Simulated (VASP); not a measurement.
# ZrB2 (P6/mmm) in VASP: further runs, part 2 of 2

VASP 6.6.1.

### 6 Relaxation of shape and atoms at fixed volume, PBE (volume scaled by 0.91)

File INCAR:

```
PREC     = Accurate       # precision mode
ENCUT    = 600            # plane-wave cutoff, eV
EDIFF    = 1E-7           # SCF threshold, eV
ISMEAR   = 0              # smearing method
SIGMA    = 0.1            # smearing width, eV
LREAL    = False          # projectors in reciprocal space
LASPH    = True           # aspherical terms in the spheres
NELM     = 80             # most SCF steps
ALGO     = Normal         # electronic algorithm
ISIF     = 4              # what is computed and relaxed
LWAVE    = False          # write WAVECAR
LCHARG   = False          # write CHGCAR
GGA      = PE             # functional
IBRION   = 2              # ionic algorithm
NSW      = 50             # ionic steps
EDIFFG   = -0.01          # ionic threshold
```

File KPOINTS:

```
Automatic mesh
0
Gamma
  18 18 12
```

File POSCAR:

```
ZrB2
1.0
    3.0766979688      0.0000000000      0.0000000000
   -1.5383489844      2.6644986008      0.0000000000
    0.0000000000      0.0000000000      3.4245321296
Zr B
1 2
Direct
    0.0000000000      0.0000000000      0.0000000000
    0.3333333333      0.6666666667      0.5000000000
    0.6666666667      0.3333333333      0.5000000000
```

Potentials or basis: VASP PAW PBE potentials, release 64 (Zr_sv, B).

Run with:

```
$ cat potpaw_PBE.64/Zr_sv/POTCAR potpaw_PBE.64/B/POTCAR > POTCAR
$ mpirun -np 1 vasp_std > vasp.out
```

OUTCAR:

```text
PREC = Accurate
   ENCUT = 600
   EDIFF = 1E-7
   ISMEAR = 0
   LREAL = False
   LASPH = True
   NELM = 80
   ISIF = 4
   GGA = PE
   IBRION = 2
   NSW = 50
   EDIFFG = -0.01

 ion  position               nearest neighbor table
   1  0.000  0.000  0.000-   2 2.47   3 2.47   2 2.47   3 2.47   3 2.47   3 2.47   2 2.47   2 2.47
                             3 2.47   3 2.47   2 2.47   2 2.47
   2  0.333  0.667  0.500-   3 1.78   3 1.78   3 1.78   1 2.47   1 2.47   1 2.47   1 2.47   1 2.47
                             1 2.47
   3  0.667  0.333  0.500-   2 1.78   2 1.78   2 1.78   1 2.47   1 2.47   1 2.47   1 2.47   1 2.47
                             1 2.47

  LATTYP: Found a hexagonal cell.
 ALAT       =     3.0766979688
 C/A-ratio  =     1.1130543733

  Lattice vectors:

 A1 = (   3.0766979688,   0.0000000000,   0.0000000000)
 A2 = (  -1.5383489844,   2.6644986008,   0.0000000000)
 A3 = (   0.0000000000,   0.0000000000,   3.4245321296)

Analysis of symmetry for initial positions (statically):
=====================================================================
 Subroutine PRICEL returns:
 Original cell was already a primitive cell.

 Routine SETGRP: Setting up the symmetry group for a
 hexagonal supercell.

 Subroutine GETGRP returns: Found 24 space group operations
 (whereof 24 operations were pure point group operations)
 out of a pool of 24 trial point group operations.

The static configuration has the point symmetry D_6h.

Analysis of symmetry for dynamics (positions and initial velocities):
=====================================================================
 Subroutine PRICEL returns:
 Original cell was already a primitive cell.

 Routine SETGRP: Setting up the symmetry group for a
 hexagonal supercell.

 Subroutine GETGRP returns: Found 24 space group operations
 (whereof 24 operations were pure point group operations)
 out of a pool of 24 trial point group operations.

The dynamic configuration has the point symmetry D_6h.

 Subroutine INISYM returns: Found 24 space group operations
 (whereof 24 operations are pure point group operations),
[... 176 lines left out ...]

  FREE ENERGIE OF THE ION-ELECTRON SYSTEM (eV)
  ---------------------------------------------------
  free  energy   TOTEN  =       -24.7601153261 eV

  energy  without entropy=      -24.7591217637  energy(sigma->0) =      -24.75961854

--------------------------------------- Ionic step        2  -------------------------------------------

 number of electron      18.0000000 magnetization

 Free energy of the ion-electron system (eV)
  ---------------------------------------------------
  ext. energy  EPLUGINS =         0.00000000
  ---------------------------------------------------
  free energy    TOTEN  =       -24.76014998 eV

  energy without entropy =      -24.75915545  energy(sigma->0) =      -24.75965272

 E-fermi :  11.6145     XC(G=0): -12.8766

 val. band max:       11.5180707719   @ k =   0.1111  -0.0000   0.4167
 cond. band min:      11.6220827144   @ k =   0.2222   0.2222   0.0833
 fundamental gap:      0.1040119424
 Fermi energy:        11.6144659128

 k-point     1 :       0.0000    0.0000    0.0000
  band No.  band energies     occupation
      1     -36.7738      2.00000
      2     -15.0161      2.00000
      3     -14.3140      2.00000
      4     -14.3140      2.00000
      5      -1.5770      2.00000
      6       8.7250      2.00000
      7       8.7250      2.00000
      8       8.7748      2.00000
      9       9.3013      2.00000
     10      15.3912      0.00000
     11      15.3912      0.00000
     12      16.2380      0.00000
     13      16.2380      0.00000
[... 354 lines left out ...]
  band No.  band energies     occupation
      1     -36.6046      2.00000
      2     -15.4940      2.00000
      3     -14.7722      2.00000
      4     -14.6883      2.00000
      5       1.9675      2.00000
      6       3.5942      2.00000
      7       7.0957      2.00000
      8       7.5578      2.00000
      9      10.0096      2.00000
     10      12.0031      0.00000
     11      15.2565      0.00000
     12      16.5582      0.00000
     13      17.2371      0.00000

 [... further k-points ...]
[... 5 lines left out ...]
  --------------------------------------------------------------------------------------
  -------------------------------------------------------------------------------------
  Total        4.7612838      4.7612838      4.7702506      0.0000000     -0.0000000     -0.0000000
  in kB      271.7271550    271.7271550    272.2388948      0.0000000     -0.0000000     -0.0000000
  external PRESSURE =     271.8977349 kB  Pullay stress =       0.0000000 kB

 VOLUME and BASIS-vectors are now :
 -----------------------------------------------------------------------------
  energy-cutoff  :      600.00
  volume of cell :       28.07
      direct lattice vectors                 reciprocal lattice vectors
     3.078101537  0.000000000  0.000000000     0.324875573  0.187566999  0.000000000
    -1.539050768  2.665714126 -0.000000000     0.000000000  0.375133999  0.000000000
     0.000000000 -0.000000000  3.421409772     0.000000000  0.000000000  0.292277180

 POSITION                                       TOTAL-FORCE (eV/Angst)
 -----------------------------------------------------------------------------------
      3.07810     -0.00000      0.00000         0.000000     -0.000000      0.000000
     -0.00000      1.77714      1.71070         0.000000      0.000000      0.000000
      1.53905      0.88857      1.71070        -0.000000      0.000000     -0.000000
 -----------------------------------------------------------------------------------
    total drift:                               -0.000000      0.000000     -0.000000

  FREE ENERGIE OF THE ION-ELECTRON SYSTEM (eV)
  ---------------------------------------------------
  free  energy   TOTEN  =       -24.7601499804 eV

  energy  without entropy=      -24.7591554515  energy(sigma->0) =      -24.75965272

 reached required accuracy - stopping structural energy minimisation
```

OSZICAR:

```text
N       E                     dE             d eps       ncg     rms          rms(c)
DAV:   1     0.129256381858E+03    0.12926E+03   -0.10941E+04  6734   0.156E+03
DAV:   2    -0.208800131939E+02   -0.15014E+03   -0.14467E+03  7783   0.366E+02
[... 11 lines left out ...]
   1 F= -.24760115E+02 E0= -.24759619E+02  d E =-.247601E+02
       N       E                     dE             d eps       ncg     rms          rms(c)
DAV:   1    -0.247602281622E+02   -0.11292E-03   -0.61302E-03  7154   0.796E-01    0.559E-02
DAV:   2    -0.247601723207E+02    0.55842E-04   -0.13299E-04  7797   0.102E-01    0.313E-02
DAV:   3    -0.247601500899E+02    0.22231E-04   -0.59169E-05  7814   0.711E-02    0.721E-03
DAV:   4    -0.247601499754E+02    0.11447E-06   -0.13306E-06  7446   0.108E-02    0.267E-03
DAV:   5    -0.247601499804E+02   -0.49490E-08   -0.49401E-08  5312   0.258E-03
   2 F= -.24760150E+02 E0= -.24759653E+02  d E =-.346543E-04
```

Run time: 2.1 min. Hardware: 1 thread of Intel Xeon 6975P-C, shared host; peak memory 0.26 GiB.

What came out:

```yaml
Free_energy: -24.7601 eV
Energy_gained_by_relaxing: 0.0 meV/atom
Ionic_steps: 2
Pressure_after_relaxing: 27.2 GPa
Band_gap_on_the_k_mesh: zero (band 9 reaches 12.38 eV, above the bottom of band 10 at 11.02 eV)
```

Final structure:
```yaml
crystal:
  lattice:
    - [3.07810, 0.00000, 0.00000]
    - [-1.53905, 2.66571, 0.00000]
    - [0.00000, 0.00000, 3.42141]
  atoms:
    - { symbol: Zr, position: [0.00000, 0.00000, 0.00000] }
    - { symbol: B, position: [0.33333, 0.66667, 0.50000] }
    - { symbol: B, position: [0.66667, 0.33333, 0.50000] }
```

Levels at points of the mesh, in eV from the Fermi level:
```csv
k point,band 6,band 7,band 8,band 9,band 10,band 11,band 12,band 13
"(0.00, 0.00, 0.00)",-2.89,-2.89,-2.84,-2.31,3.78,3.78,4.62,4.62
"(0.50, 0.00, 0.00)",-8.58,-4.26,-3.21,-3.00,2.37,2.52,5.47,5.60
"(0.00, 0.00, 0.50)",-7.25,-1.07,-1.07,0.28,0.28,0.80,0.80,2.06
"(0.50, 0.00, 0.50)",-7.12,-5.01,-4.49,-1.82,4.22,4.50,5.91,7.09
```

### 7 Summary

```csv
task,cell,cutoff (eV),gap on the mesh (eV),pressure (GPa)
single point,"a = 3.265, b = 3.265, c = 3.675 Å, angles 90.0, 90.0, 120.0°, 3 atoms",520,none,-18.7
single point,"a = 3.045, b = 3.045, c = 3.380 Å, angles 90.0, 90.0, 120.0°, 3 atoms",520,none,39.3
single point,"a = 3.078, b = 3.078, c = 3.421 Å, angles 90.0, 90.0, 120.0°, 3 atoms",520,none,27.2
relaxation of shape and atoms at fixed volume,"relaxed from a = 3.044, b = 3.044, c = 3.383 Å, angles 90.0, 90.0, 120.0°, 3 atoms",600,none,39.3
relaxation of shape and atoms at fixed volume,"relaxed from a = 3.077, b = 3.077, c = 3.425 Å, angles 90.0, 90.0, 120.0°, 3 atoms",600,none,27.2
```

Alike in all rows: level PBE; potentials or basis VASP PAW PBE potentials, release 64 (Zr_sv, B); no spin polarisation; k mesh 18 × 18 × 12; smearing gaussian 0.1 eV.

Absolute energies hang on the potentials; compare differences alone.
